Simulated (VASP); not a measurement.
Here is a VASP 6.6.1 calculation.

File INCAR:

```
ALGO = Normal
EDIFF = 1E-6
EDIFFG = -0.005
ENCUT = 600
GGA = PE
IBRION = 2
ISIF = 3
ISMEAR = -1
LASPH = True
LCHARG = False
LREAL = False
LWAVE = False
NELM = 80
NSW = 60
PREC = Accurate
PSTRESS = 4300.0
SIGMA = 0.08
```

File KPOINTS:

```
k-points
0
Gamma
  21 21 21
```

Contents of POSCAR:

```
F
1.0
    1.6201517030      0.0000000000      0.0000000000
    0.0000000000      1.6201517030      0.0000000000
    0.0000000000      0.0000000000      1.6201517030
F
1
Direct
    0.0000000000      0.0000000000      0.0000000000
```

Potentials or basis: VASP PAW PBE potentials, release 64 (F).

Launch:

```sh
$ cat potpaw_PBE.64/F/POTCAR > POTCAR
$ mpirun -np 1 vasp_std > vasp.out
```

(1) Estimate the band gap on the k mesh.

(2) What does it give for the relaxed cell?

Answers

(1) zero (an odd number of electrons rules out a gap without spin polarisation).

(2) a = 1.656 Å, b = 1.656 Å, c = 1.656 Å, α = 90.00°, β = 90.00°, γ = 90.00°.

Caveat: an odd number of electrons without spin polarisation forces a metal; a magnetic or distorted state may lie lower.
